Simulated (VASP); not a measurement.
# Hf (Pm-3m) in VASP: further runs, part 2 of 2

VASP 6.6.1. The steps go on from the part before.

## 3. Single point, PBEsol (volume scaled by 0.84)

INCAR reads:

```
SYSTEM = Hf
PREC = Accurate
ENCUT = 500
EDIFF = 1E-6
ISMEAR = -1
SIGMA = 0.08
LREAL = .False.
LASPH = .True.
NELM = 120
ALGO = Normal
ISIF = 2
LWAVE = .False.
LCHARG = .True.
GGA = PS
LELF = .True.
LVHAR = .True.
NBANDS = 11
GGA_COMPAT = .False.
```

KPOINTS reads:

```
regular mesh
0
Gamma
  13 13 13
  0 0 0
```

POSCAR reads:

```
Hf
1.0
    2.7040240488      0.0000000000      0.0000000000
    0.0000000000      2.7040240488      0.0000000000
    0.0000000000      0.0000000000      2.7040240488
Hf
1
Direct
    0.0000000000      0.0000000000      0.0000000000
```

Potentials or basis: VASP PAW PBE potentials, release 64 (Hf_pv).

Launch:

```console
> cat potpaw_PBE.64/Hf_pv/POTCAR > POTCAR
> mpirun -np 1 vasp_std > vasp.out
```

OUTCAR:

```text
SYSTEM = Hf
   PREC = Accurate
   ENCUT = 500
   EDIFF = 1E-6
   ISMEAR = -1
   LREAL = .False.
   LASPH = .True.
   NELM = 120
   ISIF = 2
   GGA = PS

 ion  position               nearest neighbor table
   1  0.000  0.000  0.000-

  LATTYP: Found a simple cubic cell.
 ALAT       =     2.7040240488

  Lattice vectors:

 A1 = (   2.7040240488,   0.0000000000,   0.0000000000)
 A2 = (   0.0000000000,   2.7040240488,   0.0000000000)
 A3 = (   0.0000000000,   0.0000000000,   2.7040240488)

Analysis of symmetry for initial positions (statically):
=====================================================================
 Subroutine PRICEL returns:
 Original cell was already a primitive cell.

 Routine SETGRP: Setting up the symmetry group for a
 simple cubic supercell.

 Subroutine GETGRP returns: Found 48 space group operations
 (whereof 48 operations were pure point group operations)
 out of a pool of 48 trial point group operations.

The static configuration has the point symmetry O_h .

Analysis of symmetry for dynamics (positions and initial velocities):
=====================================================================
 Subroutine PRICEL returns:
 Original cell was already a primitive cell.

 Routine SETGRP: Setting up the symmetry group for a
 simple cubic supercell.

 Subroutine GETGRP returns: Found 48 space group operations
 (whereof 48 operations were pure point group operations)
 out of a pool of 48 trial point group operations.

The dynamic configuration has the point symmetry O_h .

 Subroutine INISYM returns: Found 48 space group operations
 (whereof 48 operations are pure point group operations),
 and found     1 'primitive' translations

[... 114 lines left out ...]
  Fermi-wavevector in a.u.,A,eV,Ry     =   1.304360  2.464884 23.148355  1.701356
  Thomas-Fermi vector in A             =   2.435301
   LORBIT       =      0    0 simple, 1 ext, 2 COOP (PROOUT), +10 PAW based schemes
   GGA     = PS    functional components
   LHFCALC =     F    Hartree Fock is set to
   AEXX    =    0.0000 exact exchange contribution
   IVDW    =     0    specifies the selected vdW correction
   LEPSILON=     F    determine dielectric tensor
   LRPA    =     F    only Hartree local field effects (RPA)
 non-spin polarized calculation
  energy-cutoff  :      500.00
  volume of cell :       19.77
 maximum number of plane-waves:       517
 NGX is ok and might be reduce to    20
   NGX =  9   NGY =  9   NGZ =  9

 number of electron      10.0000004 magnetization

 Free energy of the ion-electron system (eV)
  ---------------------------------------------------
  ext. energy  EPLUGINS =         0.00000000
  ---------------------------------------------------
  free energy    TOTEN  =        -9.23749952 eV

  energy without entropy =       -9.20428672  energy(sigma->0) =       -9.22089312

 E-fermi :   5.1970     XC(G=0): -11.8777

 val. band max:        5.1547218641   @ k =   0.4615   0.3077   0.1538
 cond. band min:       5.2050658785   @ k =   0.4615   0.0769   0.0000
 fundamental gap:      0.0503440144
 Fermi energy:         5.1969668226

 k-point     1 :       0.0000    0.0000    0.0000
  band No.  band energies     occupation
      1     -24.0304      2.00000
      2     -24.0304      2.00000
      3     -24.0304      2.00000
      4      -1.9525      2.00000
      5       3.1297      2.00000
      6       3.1297      2.00000
      7      13.3580      0.00000
      8      13.3580      0.00000
      9      13.3580      0.00000
     10      18.8742      0.00000
     11      20.2352      0.00000
[... 309 lines left out ...]
 k-point    24 :       0.3846    0.3077    0.0000
  band No.  band energies     occupation
      1     -25.4421      2.00000
      2     -25.0731      2.00000
      3     -23.7738      2.00000
      4       2.2566      2.00000
      5       3.8644      2.00000
      6       8.1630      0.00000
      7       9.5570      0.00000
      8       9.7158      0.00000
      9      10.6513      0.00000
     10      16.8778      0.00000
     11      18.8283      0.00000

 [... further k-points ...]

------------------------ aborting loop because EDIFF is reached ----------------------------------------

  FORCE on cell =-STRESS in cart. coord.  units (eV):
  Direction    XX          YY          ZZ          XY          YZ          ZX
  --------------------------------------------------------------------------------------
  -------------------------------------------------------------------------------------
  Total        2.3701076      2.3701076      2.3701076      0.0000000     -0.0000000     -0.0000000
  in kB      192.0644563    192.0644563    192.0644563      0.0000000     -0.0000000     -0.0000000
  external PRESSURE =     192.0644563 kB  Pullay stress =       0.0000000 kB

 VOLUME and BASIS-vectors are now :
 -----------------------------------------------------------------------------
  energy-cutoff  :      500.00
  volume of cell :       19.77
      direct lattice vectors                 reciprocal lattice vectors
     2.704024049  0.000000000  0.000000000     0.369819196  0.000000000  0.000000000
     0.000000000  2.704024049  0.000000000     0.000000000  0.369819196  0.000000000
     0.000000000  0.000000000  2.704024049     0.000000000  0.000000000  0.369819196

 POSITION                                       TOTAL-FORCE (eV/Angst)
 -----------------------------------------------------------------------------------
      0.00000      0.00000      0.00000         0.000000      0.000000      0.000000
 -----------------------------------------------------------------------------------
    total drift:                                0.000000      0.000000      0.000000

  FREE ENERGIE OF THE ION-ELECTRON SYSTEM (eV)
  ---------------------------------------------------
  free  energy   TOTEN  =        -9.2374995233 eV

  energy  without entropy=       -9.2042867244  energy(sigma->0) =       -9.22089312
```

OSZICAR:

```text
N       E                     dE             d eps       ncg     rms          rms(c)
DAV:   1     0.150679251626E+02    0.15068E+02   -0.57137E+03  1872   0.838E+02
DAV:   2    -0.898402590307E+01   -0.24052E+02   -0.23180E+02  2309   0.160E+02
DAV:   3    -0.944115704330E+01   -0.45713E+00   -0.45291E+00  2271   0.154E+01
DAV:   4    -0.944276937354E+01   -0.16123E-02   -0.16120E-02  2149   0.112E+00
DAV:   5    -0.944277660404E+01   -0.72305E-05   -0.72296E-05  2250   0.665E-02    0.381E+01
DAV:   6    -0.928657820891E+01    0.15620E+00   -0.14161E-01  2205   0.251E+00    0.226E+01
DAV:   7    -0.924115538130E+01    0.45423E-01   -0.18757E-01  2199   0.280E+00    0.979E-01
DAV:   8    -0.923748262211E+01    0.36728E-02   -0.16406E-02  2053   0.862E-01    0.189E-01
DAV:   9    -0.923749873949E+01   -0.16117E-04   -0.19328E-04  2219   0.121E-01    0.401E-02
DAV:  10    -0.923749958865E+01   -0.84916E-06   -0.10117E-05  2183   0.246E-02    0.215E-02
DAV:  11    -0.923749952330E+01    0.65352E-07   -0.12661E-06  1470   0.795E-03
   1 F= -.92374995E+01 E0= -.92208931E+01  d E =-.332128E-01
```

Run time: 5.1 s. Hardware: 1 thread of Intel Xeon 6975P-C (Granite Rapids), shared host; peak memory 0.13 GiB.

Results:

```
Free energy            : -9.2375 eV
Pressure               : 19.2 GPa
Band gap on the k mesh : zero (band 5 reaches 6.15 eV, above the bottom of band 6 at 3.13 eV)
```

Levels at points of the mesh, in eV from the Fermi level:
| k point | band 3 | band 4 | band 5 | band 6 | band 7 | band 8 |
| --- | --- | --- | --- | --- | --- | --- |
| (0.00, 0.00, 0.00) | -29.23 | -7.15 | -2.07 | -2.07 | 8.16 | 8.16 |

Caveat: the cell differs from its parent crystal (volume scaled by 0.84); the PAW data sets were made with another functional, which shifts forces and pressure a little; spin-orbit coupling is left out, which moves the levels of the heavy elements.

## 4. Single point, PBEsol

This run uses another cell than the first one, of 23.54 Å³/atom, 1.471 times its volume.

INCAR reads:

```
SYSTEM = Hf
PREC = Accurate ; ENCUT = 500
EDIFF = 1E-6 ; ISMEAR = -1
SIGMA = 0.08 ; LREAL = .FALSE.
LASPH = .TRUE. ; NELM = 120
ALGO = Normal ; ISIF = 2
LWAVE = .FALSE. ; LCHARG = .FALSE.
GGA = PS ; NBANDS = 11
GGA_COMPAT = .FALSE.
```

KPOINTS reads:

```
regular mesh
0
G
  13 13 13
  0 0 0
```

POSCAR reads:

```
Hf
1.0
    2.8658323962      0.0000000000      0.0000000000
    0.0000000000      2.8658323962      0.0000000000
    0.0000000000      0.0000000000      2.8658323962
Hf
1
Direct
    0.0000000000      0.0000000000      0.0000000000
```

Potentials or basis: VASP PAW PBE potentials, release 64 (Hf_pv).

Launch:

```console
> cat potpaw_PBE.64/Hf_pv/POTCAR > POTCAR
> mpirun -np 1 vasp_std > vasp.out
```

OUTCAR:

```text
SYSTEM = Hf
   PREC = Accurate
   ENCUT = 500
   EDIFF = 1E-6
   ISMEAR = -1
   LREAL = .FALSE.
   LASPH = .TRUE.
   NELM = 120
   ISIF = 2
   GGA = PS

 ion  position               nearest neighbor table
   1  0.000  0.000  0.000-

  LATTYP: Found a simple cubic cell.
 ALAT       =     2.8658323962

  Lattice vectors:

 A1 = (   2.8658323962,   0.0000000000,   0.0000000000)
 A2 = (   0.0000000000,   2.8658323962,   0.0000000000)
 A3 = (   0.0000000000,   0.0000000000,   2.8658323962)

Analysis of symmetry for initial positions (statically):
=====================================================================
 Subroutine PRICEL returns:
 Original cell was already a primitive cell.

 Routine SETGRP: Setting up the symmetry group for a
 simple cubic supercell.

 Subroutine GETGRP returns: Found 48 space group operations
 (whereof 48 operations were pure point group operations)
 out of a pool of 48 trial point group operations.

The static configuration has the point symmetry O_h .

Analysis of symmetry for dynamics (positions and initial velocities):
=====================================================================
 Subroutine PRICEL returns:
 Original cell was already a primitive cell.

 Routine SETGRP: Setting up the symmetry group for a
 simple cubic supercell.

 Subroutine GETGRP returns: Found 48 space group operations
 (whereof 48 operations were pure point group operations)
 out of a pool of 48 trial point group operations.

The dynamic configuration has the point symmetry O_h .

 Subroutine INISYM returns: Found 48 space group operations
 (whereof 48 operations are pure point group operations),
 and found     1 'primitive' translations

----------------------------------------------------------------------------------------

                                     Primitive cell

[... 112 lines left out ...]
   LORBIT       =      0    0 simple, 1 ext, 2 COOP (PROOUT), +10 PAW based schemes
   GGA     = PS    functional components
   LHFCALC =     F    Hartree Fock is set to
   AEXX    =    0.0000 exact exchange contribution
   IVDW    =     0    specifies the selected vdW correction
   LEPSILON=     F    determine dielectric tensor
   LRPA    =     F    only Hartree local field effects (RPA)
 non-spin polarized calculation
  energy-cutoff  :      500.00
  volume of cell :       23.54
 maximum number of plane-waves:       619
 NGX is ok and might be reduce to    24
   NGX = 11   NGY = 11   NGZ = 11

 number of electron      10.0000000 magnetization

 number of electron       9.9999998 magnetization

 Free energy of the ion-electron system (eV)
  ---------------------------------------------------
  ext. energy  EPLUGINS =         0.00000000
  ---------------------------------------------------
  free energy    TOTEN  =        -9.43241547 eV

  energy without entropy =       -9.39983940  energy(sigma->0) =       -9.41612744

 E-fermi :   3.9679     XC(G=0): -11.0690

 val. band max:        3.9100324428   @ k =   0.3846   0.3077   0.3077
 cond. band min:       3.9939720624   @ k =   0.3846   0.0769   0.0769
 fundamental gap:      0.0839396197
 Fermi energy:         3.9679175366

 k-point     1 :       0.0000    0.0000    0.0000
  band No.  band energies     occupation
      1     -25.8004      2.00000
      2     -25.8004      2.00000
      3     -25.8004      2.00000
      4      -2.6669      2.00000
      5       2.4330      2.00000
      6       2.4330      2.00000
      7      10.7855      0.00000
      8      10.7855      0.00000
      9      10.7855      0.00000
     10      17.2666      0.00000
     11      17.2666      0.00000
[... 309 lines left out ...]
 k-point    24 :       0.3846    0.3077    0.0000
  band No.  band energies     occupation
      1     -26.6557      2.00000
      2     -26.4309      2.00000
      3     -25.6516      2.00000
      4       1.4899      2.00000
      5       2.8058      2.00000
      6       6.2377      0.00000
      7       7.4205      0.00000
      8       7.9303      0.00000
      9       8.6692      0.00000
     10      13.9893      0.00000
     11      16.5099      0.00000

 [... further k-points ...]

------------------------ aborting loop because EDIFF is reached ----------------------------------------

  FORCE on cell =-STRESS in cart. coord.  units (eV):
  Direction    XX          YY          ZZ          XY          YZ          ZX
  --------------------------------------------------------------------------------------
  -------------------------------------------------------------------------------------
  Total       -0.0407521     -0.0407521     -0.0407521      0.0000000      0.0000000      0.0000000
  in kB       -2.7740082     -2.7740082     -2.7740082      0.0000000      0.0000000      0.0000000
  external PRESSURE =      -2.7740082 kB  Pullay stress =       0.0000000 kB

 VOLUME and BASIS-vectors are now :
 -----------------------------------------------------------------------------
  energy-cutoff  :      500.00
  volume of cell :       23.54
      direct lattice vectors                 reciprocal lattice vectors
     2.865832396  0.000000000  0.000000000     0.348938759  0.000000000  0.000000000
     0.000000000  2.865832396  0.000000000     0.000000000  0.348938759  0.000000000
     0.000000000  0.000000000  2.865832396     0.000000000  0.000000000  0.348938759

 POSITION                                       TOTAL-FORCE (eV/Angst)
 -----------------------------------------------------------------------------------
      0.00000      0.00000      0.00000         0.000000      0.000000      0.000000
 -----------------------------------------------------------------------------------
    total drift:                                0.000000     -0.000000      0.000000

  FREE ENERGIE OF THE ION-ELECTRON SYSTEM (eV)
  ---------------------------------------------------
  free  energy   TOTEN  =        -9.4324154719 eV

  energy  without entropy=       -9.3998393992  energy(sigma->0) =       -9.41612744
```

stdout:

```text
POSCAR found type information on POSCAR Hf
 POSCAR found :  1 types and       1 ions
 scaLAPACK will be used
 -----------------------------------------------------------------------------
|                                                                             |
|                                                                             |
|     You enforced a specific xc type in the INCAR file but a different       |
|     I HOPE YOU KNOW WHAT YOU ARE DOING!                                     |
|                                                                             |
 -----------------------------------------------------------------------------

 LDA part: xc-table for (Slater+PW92), standard interpolation
 POSCAR, INCAR and KPOINTS ok, starting setup
 FFT: planning ... GRIDC
 FFT: planning ... GRID_SOFT
 FFT: planning ... GRID
 WAVECAR not read
 entering main loop
```

Wall time 5.8 s (1 thread of Intel Xeon 6975P-C (Granite Rapids), shared host); peak memory 0.14 GiB.

Results:

```
Free energy            : -9.4324 eV
Pressure               : -0.3 GPa
Band gap on the k mesh : zero (band 5 reaches 4.78 eV, above the bottom of band 6 at 2.43 eV)
```

Caveat: the PAW data sets were made with another functional, which shifts forces and pressure a little; spin-orbit coupling is left out, which moves the levels of the heavy elements.

## 5. Single point, PBEsol

This run uses another cell than the first one, of 10.59 Å³/atom, 0.662 times its volume.

INCAR reads:

```
  PREC = Accurate
  ENCUT = 500
  EDIFF = 1E-6
  ISMEAR = 1
  SIGMA = 0.01
  LREAL = F
  LASPH = T
  NELM = 120
  ALGO = Normal
  ISIF = 2
  LWAVE = F
  LCHARG = T
  GGA = PS
  LELF = T
  LVHAR = T
  NBANDS = 11
  GGA_COMPAT = F
```

KPOINTS reads:

```
regular mesh
0
Gamma
  20 20 20
```

POSCAR reads:

```
Hf
1.0
    2.1961143969      0.0000000000      0.0000000000
    0.0000000000      2.1961143969      0.0000000000
    0.0000000000      0.0000000000      2.1961143969
Hf
1
Direct
    0.0000000000      0.0000000000      0.0000000000
```

Launch:

```console
> cat potpaw_PBE.64/Hf_pv/POTCAR > POTCAR
> mpirun -np 1 vasp_std > vasp.out
```

Wall time 6.1 s (1 thread of Intel Xeon 6975P-C (Granite Rapids), shared host); peak memory 0.14 GiB.

Results (log left out):

| Item | Value |
| --- | --- |
| Free energy | -3.2753 eV |
| Pressure | 310.1 GPa |
| Band gap on the k mesh | zero (band 5 reaches 12.78 eV, above the bottom of band 6 at 4.79 eV) |

Levels at points of the mesh, in eV from the Fermi level:
| k point | band 3 | band 4 | band 5 | band 6 | band 7 | band 8 |
| --- | --- | --- | --- | --- | --- | --- |
| (0.00, 0.00, 0.00) | -27.48 | -7.78 | -5.51 | -5.51 | 14.67 | 14.77 |
| (0.50, 0.00, 0.00) | -26.54 | -3.13 | -2.63 | 3.35 | 4.36 | 4.36 |
| (0.50, 0.50, 0.00) | -25.69 | -9.89 | -0.02 | 6.68 | 6.68 | 12.45 |
| (0.50, 0.50, 0.50) | -32.57 | -6.27 | -6.27 | -6.27 | 5.95 | 14.13 |

Caveat: the PAW data sets were made with another functional, which shifts forces and pressure a little; spin-orbit coupling is left out, which moves the levels of the heavy elements.

## 6. Overview

```csv
cell,k mesh,smearing,gap on the mesh (eV),pressure (GPa)
"a = 2.520 Å, 1 atom",13 × 13 × 13,fermi-dirac 0.08 eV,none,61.7
"a = 2.704 Å, 1 atom",13 × 13 × 13,fermi-dirac 0.08 eV,none,19.2
"a = 2.866 Å, 1 atom",13 × 13 × 13,fermi-dirac 0.08 eV,none,-0.3
"a = 2.196 Å, 1 atom",20 × 20 × 20,methfessel-paxton 0.01 eV,none,310.1
```

Alike in all rows: task single point; level PBEsol; potentials or basis VASP PAW PBE potentials, release 64 (Hf_pv); no spin polarisation; cutoff (eV) 500.

Caveats: the PAW data sets were made with another functional, which shifts forces and pressure a little; spin-orbit coupling is left out, which moves the levels of the heavy elements.

Total energies depend on the potentials used, so only differences within one code and one set of settings carry meaning.
